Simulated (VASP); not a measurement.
Here is a VASP 6.6.1 calculation.

The input INCAR:

```
SYSTEM = CsLiCr2Te2S3
ALGO     = Normal         ! electronic algorithm
EDIFF    = 1E-6           ! SCF threshold, eV
ENCUT    = 750            ! plane-wave cutoff, eV
GGA      = RE             ! functional
GGA_COMPAT= .FALSE.      
ISIF     = 2              ! what is computed and relaxed
ISMEAR   = -1             ! smearing method
ISPIN    = 2              ! spin polarisation
KPAR     = 4            
LASPH    = .TRUE.         ! aspherical terms in the spheres
LCHARG   = .FALSE.        ! write CHGCAR
LMAXMIX  = 4              ! l up to which the mixer works
LORBIT   = 11             ! projections on sites
LREAL    = .FALSE.        ! projectors in reciprocal space
LWAVE    = .FALSE.        ! write WAVECAR
MAGMOM   = 0 0 0 0 3 3 3 3 0 0 0 0 0 0 0 0 0 0 ! initial moments
NBANDS   = 85             ! bands
NELM     = 200            ! most SCF steps
PREC     = Accurate       ! precision mode
SIGMA    = 0.05           ! smearing width, eV
```

Contents of KPOINTS:

```
k-points
0
G
  5 3 1
  0 0 0
```

The input POSCAR:

```
CsLiCr2Te2S3
1.0
    3.7106910209     -0.0002987923     -0.0029633923
    0.0004869529      6.3837706084     -0.0034501980
    0.0937936732     -0.0039760739     20.9985174351
Cs Li Cr Te S
2 2 4 4 6
Direct
    0.0052987991      0.9994454230      0.6330966406
    0.5046781973      0.4961131160      0.6635188513
    0.4981629458      0.8335783701      0.9777966531
    0.9981686796      0.3361903260      0.9777075179
    0.9953683350      0.0002501961      0.1121215047
    0.4953662973      0.4998330174      0.1122227127
    0.0010854795      0.6693079648      0.8362810365
    0.5010382486      0.1667255562      0.8385738879
    0.0080091504      0.5909000453      0.5042627205
    0.5082242488      0.2356298901      0.4920477476
    0.4936469182      0.8341642452      0.1949767084
    0.9936446367      0.3338415925      0.1950932987
    0.9997950504      0.9989352203      0.8984226135
    0.4998173361      0.5042002384      0.8973091831
    0.9965451850      0.6660066607      0.0554199256
    0.4965510911      0.1665337636      0.0551225823
    0.5023246824      0.8412637203      0.7764822296
    0.0022647186      0.3270606540      0.7795241860
```

Potentials or basis: VASP PAW PBE potentials, release 64 (Cs_sv, Li_sv, Cr_pv, Te, S).

Command:

```sh
$ cat potpaw_PBE.64/Cs_sv/POTCAR potpaw_PBE.64/Li_sv/POTCAR potpaw_PBE.64/Cr_pv/POTCAR potpaw_PBE.64/Te/POTCAR potpaw_PBE.64/S/POTCAR > POTCAR
$ mpirun -np 4 vasp_std > vasp.out
```

(1) Predict the pressure.

(2) What does it give for the site moments?

Answers

(1) 0.0 GPa.

(2) Cs +0.00, -0.00; Li -0.00; Cr +2.89, +2.88, +3.01, +2.99; Te +0.01, -0.20 (each value once); S -0.09 μB.

Caveat: the PAW data sets were made with another functional, which shifts forces and pressure a little; only a ferromagnetic start was run, and an antiferromagnetic order may lie lower in energy.
